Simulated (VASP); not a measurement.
# Be27H in VASP: notebook

The runs below take Be27H through single point, with PBE.

Program: VASP 6.6.1. These are calculated values, not measurements. Logs are shortened: lines on timing, memory, paths and dates and some standing lists are left out, and cuts for length are marked.

### 1 The cell of the first run

The cell holds a slab with vacuum, 28 atoms: a = 6.870 Å, b = 6.870 Å, c = 14.588 Å, α = 90.00°, β = 90.00°, γ = 60.00°.

### 2 Single point, PBE

The input, INCAR:

```
SYSTEM = Be27H
ALGO = Normal ; EDIFF = 1E-6
ENCUT = 520 ; GGA = PE
ISIF = 2 ; ISMEAR = -1
LASPH = .TRUE. ; LCHARG = .FALSE.
LREAL = Auto ; LWAVE = .FALSE.
NBANDS = 48 ; NELM = 60
PREC = Accurate ; SIGMA = 0.1
```

The input, KPOINTS:

```
k-points
0
G
  3 3 1
  0 0 0
```

The input, POSCAR:

```
Be27H
1.0
    6.8700000000      0.0000000000      0.0000000000
    3.4350000000      5.9495950000      0.0000000000
    0.0000000000      0.0000000000     14.5884300000
Be H
27 1
Direct
    0.0000000000      0.0000000000      0.0685474722
    0.3333333333      0.0000000000      0.0685474722
    0.6666666667      0.0000000000      0.0685474722
    0.0000000280      0.3333332773      0.0685474722
    0.3333333613      0.3333332773      0.0685474722
    0.6666666947      0.3333332773      0.0685474722
   -0.0000000280      0.6666667227      0.0685474722
    0.3333333053      0.6666667227      0.0685474722
    0.6666666387      0.6666667227      0.0685474722
   -0.1092527565      0.2209515101      0.1969431940
    0.2222405377      0.2222347908      0.1913767965
    0.5549757999      0.2209098266      0.1969600567
   -0.1092352934      0.5549317222      0.1969120735
    0.2208894566      0.5549794566      0.1969717783
    0.5555898190      0.5555737828      0.1973367936
   -0.1111653958      0.8888082298      0.1951254522
    0.2209942554      0.8907317221      0.1969492947
    0.5549318498      0.8907604635      0.1969299644
   -0.0028919406     -0.0028691029      0.3226345124
    0.3348164927     -0.0030862605      0.3227862765
    0.6722127908     -0.0028104434      0.3226031862
   -0.0030824873      0.3347693414      0.3227460392
    0.3347989231      0.3348219501      0.3228205503
    0.6670717779      0.3323501852      0.3247761411
   -0.0027731138      0.6722449175      0.3226188150
    0.3323712323      0.6670522952      0.3248138422
    0.6670808745      0.6671386876      0.3246900455
    0.2220806475      1.2220771330      0.3789868409
```

Potentials or basis: VASP PAW PBE potentials, release 64 (Be, H).

On the command line:

```sh
$ cat potpaw_PBE.64/Be/POTCAR potpaw_PBE.64/H/POTCAR > POTCAR
$ mpirun -np 1 vasp_std > vasp.out
```

OUTCAR:

```text
SYSTEM = Be27H
   EDIFF = 1E-6
   ENCUT = 520
   GGA = PE
   ISIF = 2
   ISMEAR = -1
   LASPH = .TRUE.
   LREAL = Auto
   NELM = 60
   PREC = Accurate

 ion  position               nearest neighbor table
   1  0.000  0.000  0.069-  16 2.27  10 2.29  17 2.29   8 2.29   4 2.29   6 2.29   7 2.29   3 2.29
                             2 2.29
   2  0.333  0.000  0.069-  11 2.23   8 2.29   4 2.29   5 2.29   9 2.29   1 2.29   3 2.29  18 2.29
                            17 2.29
   3  0.667  0.000  0.069-  16 2.27  18 2.29  12 2.29   7 2.29   6 2.29   9 2.29   5 2.29   1 2.29
                             2 2.29
   4  0.000  0.333  0.069-  11 2.23   2 2.29   1 2.29   5 2.29   6 2.29   9 2.29   7 2.29  13 2.29
                            10 2.29
   5  0.333  0.333  0.069-  11 2.23   2 2.29   3 2.29   4 2.29   6 2.29   7 2.29   8 2.29  12 2.29
                            14 2.29
   6  0.667  0.333  0.069-   3 2.29   1 2.29   4 2.29   5 2.29   8 2.29   9 2.29  15 2.30  10 2.30
                            12 2.30
   7  1.000  0.667  0.069-  16 2.27  13 2.29  14 2.29   3 2.29   1 2.29   9 2.29   8 2.29   5 2.29
                             4 2.29
   8  0.333  0.667  0.069-   2 2.29   1 2.29   7 2.29   9 2.29   6 2.29   5 2.29  15 2.30  17 2.30
                            14 2.30
   9  0.667  0.667  0.069-   3 2.29   2 2.29   7 2.29   8 2.29   4 2.29   6 2.29  15 2.30  13 2.30
[... 22 lines left out ...]
                            23 2.32  11 2.34
  21  0.672  0.997  0.323-  19 2.23  25 2.23  16 2.26  12 2.27  18 2.27  24 2.29  27 2.29  23 2.32
                            20 2.32
  22  0.997  0.335  0.323-  28 1.57  10 2.25  13 2.26  24 2.27  27 2.27  19 2.32  25 2.32  20 2.32
                            23 2.32  11 2.34
  23  0.335  0.335  0.323-  28 1.57  14 2.26  12 2.26  26 2.27  24 2.27  25 2.32  21 2.32  20 2.32
                            22 2.32  11 2.34
  24  0.667  0.332  0.325-  23 2.27  22 2.27  15 2.28  21 2.29  19 2.29  12 2.29  10 2.29  26 2.30
                            27 2.30
  25  0.997  0.672  0.323-  19 2.23  21 2.23  16 2.26  14 2.27  13 2.27  26 2.29  27 2.29  23 2.32
                            22 2.32
  26  0.332  0.667  0.325-  23 2.27  20 2.27  25 2.29  15 2.29  19 2.29  14 2.29  17 2.29  24 2.30
                            27 2.30
  27  0.667  0.667  0.325-  20 2.27  22 2.27  15 2.28  21 2.29  25 2.29  18 2.29  13 2.29  26 2.30
                            24 2.30
  28  0.222  0.222  0.379-  20 1.57  22 1.57  23 1.57

  LATTYP: Found a hexagonal cell.
 ALAT       =     6.8700004122
 C/A-ratio  =     2.1234976892

  Lattice vectors:

 A1 = (  -3.4350000000,  -5.9495950000,   0.0000000000)
 A2 = (   6.8700000000,   0.0000000000,   0.0000000000)
 A3 = (   0.0000000000,   0.0000000000,  14.5884300000)

Analysis of symmetry for initial positions (statically):
=====================================================================
 Subroutine PRICEL returns:
 Original cell was already a primitive cell.

 Routine SETGRP: Setting up the symmetry group for a
 hexagonal supercell.

 Subroutine GETGRP returns: Found  1 space group operations
 (whereof  1 operations were pure point group operations)
 out of a pool of 24 trial point group operations.

The static configuration has the point symmetry C_1 .

Analysis of symmetry for dynamics (positions and initial velocities):
=====================================================================
 Subroutine PRICEL returns:
 Original cell was already a primitive cell.

 Routine SETGRP: Setting up the symmetry group for a
 hexagonal supercell.

 Subroutine GETGRP returns: Found  1 space group operations
 (whereof  1 operations were pure point group operations)
 out of a pool of 24 trial point group operations.

The dynamic configuration has the point symmetry C_1 .

 Subroutine INISYM returns: Found  1 space group operations
 (whereof  1 operations are pure point group operations),
 and found     1 'primitive' translations

----------------------------------------------------------------------------------------

                                     Primitive cell

  volume of cell :     596.2834

  direct lattice vectors                    reciprocal lattice vectors
     6.870000000  0.000000000  0.000000000     0.145560408 -0.084039334  0.000000000
     3.435000000  5.949595000  0.000000000     0.000000000  0.168078668  0.000000000
     0.000000000  0.000000000 14.588430000     0.000000000  0.000000000  0.068547472

  length of vectors
     6.870000000  6.870000412 14.588430000     0.168078678  0.168078668  0.068547472

  position of ions in fractional coordinates (direct lattice)
     0.000000000  0.000000000  0.068547472
     0.333333333  0.000000000  0.068547472
     0.666666667  0.000000000  0.068547472
     0.000000028  0.333333277  0.068547472
     0.333333361  0.333333277  0.068547472
     0.666666695  0.333333277  0.068547472
[... 20 lines left out ...]
     0.667080875  0.667138688  0.324690045
     0.222080648  0.222077133  0.378986841

  ion indices of the primitive-cell ions
   primitive index   ion index
                 1           1
                 2           2
                 3           3
                 4           4
                 5           5
                 6           6
[... 20 lines left out ...]
                27          27
                28          28

----------------------------------------------------------------------------------------

 KPOINTS: k-points

Automatic generation of k-mesh.
 Grid dimensions read from file:
 generate k-points for:    3    3    1

 Generating k-lattice:

  Cartesian coordinates                     Fractional coordinates (reciprocal lattice)
     0.048520136 -0.028013111  0.000000000     0.333333333 -0.000000000  0.000000000
     0.000000000  0.056026223  0.000000000     0.000000000  0.333333333  0.000000000
     0.000000000  0.000000000  0.068547472     0.000000000  0.000000000  1.000000000

  Length of vectors
     0.056026226  0.056026223  0.068547472

  Shift w.r.t. Gamma in fractional coordinates (k-lattice)
     0.000000000  0.000000000  0.000000000

 Subroutine IBZKPT returns following result:
 ===========================================

 Found      5 irreducible k-points:

 Following reciprocal coordinates:
            Coordinates               Weight
  0.000000  0.000000  0.000000      1.000000
  0.333333 -0.000000  0.000000      2.000000
  0.333333  0.333333  0.000000      2.000000
  0.000000  0.333333  0.000000      2.000000
 -0.333333  0.333333  0.000000      2.000000
   k-points           NKPTS =      5   k-points in BZ     NKDIM =      5   number of bands    NBANDS=     48
   number of dos      NEDOS =    301   number of ions     NIONS =     28
   total plane-waves  NPLWV = 314928
   dimension x,y,z NGX =    54 NGY =   54 NGZ =  108
   dimension x,y,z NGXF=   108 NGYF=  108 NGZF=  216
   ions per type =              27   1
   NGX,Y,Z   is equivalent  to a cutoff of  13.07, 13.07, 12.31 a.u.
   NGXF,Y,Z  is equivalent  to a cutoff of  26.13, 26.13, 24.61 a.u.
 SYSTEM =  Be27H
   PREC   = accura    normal or accurate (medium, high low for compatibility)
   ISTART =      0    job   : 0-new  1-cont  2-samecut
   ICHARG =      2    charge: 1-file 2-atom 10-const
   ISPIN  =      1    spin polarized calculation?
   LNONCOLLINEAR =      F non collinear calculations
   LSORBIT =      F    spin-orbit coupling
   LASPH  =      T    aspherical Exc in radial PAW
   ENCUT  =  520.0 eV  38.22 Ry    6.18 a.u.  12.77 12.77 27.12*2*pi/ulx,y,z
   NELM   =     60;   NELMIN=  2; NELMDL= -5     # of ELM steps
   EDIFF  = 0.1E-05   stopping-criterion for ELM
   LREAL  =      T    real-space projection
   EDIFFG = 0.1E-04   stopping-criterion for IOM
   NSW    =      0    number of steps for IOM
   IBRION =     -1    ionic relax: 0-MD 1-quasi-New 2-CG
   NFREE  =      0    steps in history (QN), initial steepest desc. (CG)
   ISIF   =      2    stress and relaxation
   ISYM   =      2    0-nonsym 1-usesym 2-fastsym
   POTIM  = 0.5000    time-step for ionic-motion
   TEBEG  =    0.0;   TEEND  =   0.0 temperature during run
   PSTRESS=    0.0 pullay stress
   NELECT =      55.0000    total number of electrons
   NUPDOWN=      -1.0000    fix difference up-down
   EMIN   =  10.00;   EMAX   =-10.00  energy-range for DOS
   EFERMI =   0.00;   METHOD = LEGACY
   ISMEAR =    -1;   SIGMA  =   0.10  broadening in eV -4-tet -1-fermi 0-gaus
   EFERMI_NEDOS =   21; number of points for ismear=-14 and -15
   IALGO  =     38    algorithm
   IMIX   =      4    mixing-type and parameters
     AMIX     =   0.40;   BMIX     =  1.00
     AMIX_MAG =   1.60;   BMIX_MAG =  1.00
  volume/ion in A,a.u.               =      21.30       143.71
  Fermi-wavevector in a.u.,A,eV,Ry     =   0.739682  1.397796  7.444141  0.547129
  Thomas-Fermi vector in A             =   1.833903
   LORBIT       =      0    0 simple, 1 ext, 2 COOP (PROOUT), +10 PAW based schemes
   GGA     = PE    functional components
   LHFCALC =     F    Hartree Fock is set to
   AEXX    =    0.0000 exact exchange contribution
   IVDW    =     0    specifies the selected vdW correction
   LEPSILON=     F    determine dielectric tensor
   LRPA    =     F    only Hartree local field effects (RPA)
 non-spin polarized calculation
  energy-cutoff  :      520.00
  volume of cell :      596.28
 maximum number of plane-waves:     16070
 NGX is ok and might be reduce to    54
   NGX = 25   NGY = 25   NGZ = 55

 number of electron      55.0000000 magnetization

 Free energy of the ion-electron system (eV)
  ---------------------------------------------------
  ext. energy  EPLUGINS =         0.00000000
  ---------------------------------------------------
  free energy    TOTEN  =       -96.32593121 eV

  energy without entropy =      -95.97741226  energy(sigma->0) =      -96.15167173

 E-fermi :  -0.9207     XC(G=0):  -5.3001

 val. band max:       -0.9635063656   @ k =  -0.3333   0.3333   0.0000
 cond. band min:      -0.8441899979   @ k =   0.0000   0.3333   0.0000
 fundamental gap:      0.1193163677
 Fermi energy:        -0.9207269060

 k-point     1 :       0.0000    0.0000    0.0000
  band No.  band energies     occupation
      1     -10.5035      2.00000
      2      -8.8090      2.00000
      3      -7.8034      2.00000
      4      -7.2742      2.00000
      5      -7.2734      2.00000
      6      -7.2371      2.00000
[... 199 lines left out ...]
     38       3.4252      0.00000
     39       3.4863      0.00000
 [bands above 39 left out]

------------------------ aborting loop because EDIFF is reached ----------------------------------------

  FORCE on cell =-STRESS in cart. coord.  units (eV):
  Direction    XX          YY          ZZ          XY          YZ          ZX
  --------------------------------------------------------------------------------------
  -------------------------------------------------------------------------------------
  Total      -21.9105974    -21.9146772      0.1407932      0.0073543      0.0095605      0.0166986
  in kB      -58.8724495    -58.8834115      0.3783028      0.0197605      0.0256885      0.0448681
  external PRESSURE =     -39.1258527 kB  Pullay stress =       0.0000000 kB

 VOLUME and BASIS-vectors are now :
 -----------------------------------------------------------------------------
  energy-cutoff  :      520.00
  volume of cell :      596.28
      direct lattice vectors                 reciprocal lattice vectors
     6.870000000  0.000000000  0.000000000     0.145560408 -0.084039334  0.000000000
     3.435000000  5.949595000  0.000000000     0.000000000  0.168078668  0.000000000
     0.000000000  0.000000000 14.588430000     0.000000000  0.000000000  0.068547472

 POSITION                                       TOTAL-FORCE (eV/Angst)
 -----------------------------------------------------------------------------------
      0.00000      0.00000      1.00000         0.039487      0.022477      0.031756
      2.29000      0.00000      1.00000        -0.000672     -0.068346     -0.004085
      4.58000      0.00000      1.00000        -0.040149      0.023671      0.031635
      1.14500      1.98320      1.00000        -0.059482      0.033328     -0.004347
      3.43500      1.98320      1.00000         0.059818      0.034600     -0.003553
      5.72500      1.98320      1.00000        -0.000398      0.008815     -0.037860
[... 20 lines left out ...]
      6.87447      3.96921      4.73672        -0.002829     -0.003524      0.008484
      2.28853      1.32127      5.52882         0.002751      0.002308      0.005015
 -----------------------------------------------------------------------------------
    total drift:                                0.000050     -0.000177      0.003582

  FREE ENERGIE OF THE ION-ELECTRON SYSTEM (eV)
  ---------------------------------------------------
  free  energy   TOTEN  =       -96.3259312101 eV

  energy  without entropy=      -95.9774122571  energy(sigma->0) =      -96.15167173
```

It took 6.5 min on 1 thread of Intel Xeon 6975P-C (Granite Rapids), shared host; peak memory 0.63 GiB.

What came out:

```yaml
Free_energy: -96.3259 eV
Largest_force: 0.069 eV/Å
```

Forces on the atoms (eV/Å):
```
Be   0.039  0.022  0.032
Be  -0.001 -0.068 -0.004
Be  -0.040  0.024  0.032
Be  -0.059  0.033 -0.004
Be   0.060  0.035 -0.004
Be   0.000  0.009 -0.038
Be   0.001 -0.047  0.031
Be   0.007 -0.005 -0.038
Be  -0.008 -0.004 -0.039
Be  -0.005 -0.001 -0.005
Be  -0.002 -0.002  0.013
Be   0.005  0.001 -0.007
Be  -0.002  0.005 -0.002
Be   0.004  0.003 -0.008
Be  -0.004 -0.002 -0.004
Be   0.002  0.001  0.005
Be  -0.005 -0.003 -0.004
Be   0.002 -0.004 -0.005
Be   0.007  0.003  0.004
Be   0.000 -0.004  0.003
Be  -0.004  0.001  0.006
Be  -0.002  0.003  0.005
Be   0.002  0.001  0.003
Be   0.001  0.005  0.004
Be  -0.004 -0.005  0.005
Be   0.005 -0.001  0.003
Be  -0.003 -0.004  0.008
H    0.003  0.002  0.005
```

Levels at points of the mesh, in eV from the Fermi level:
```
           k point  band 24  band 25  band 26  band 27  band 28  band 29  band 30  band 31
(0.00, 0.00, 0.00)    -0.57    -0.12    -0.12     0.27     0.83     0.91     0.96     1.50
```

[end of part 1 of 2]
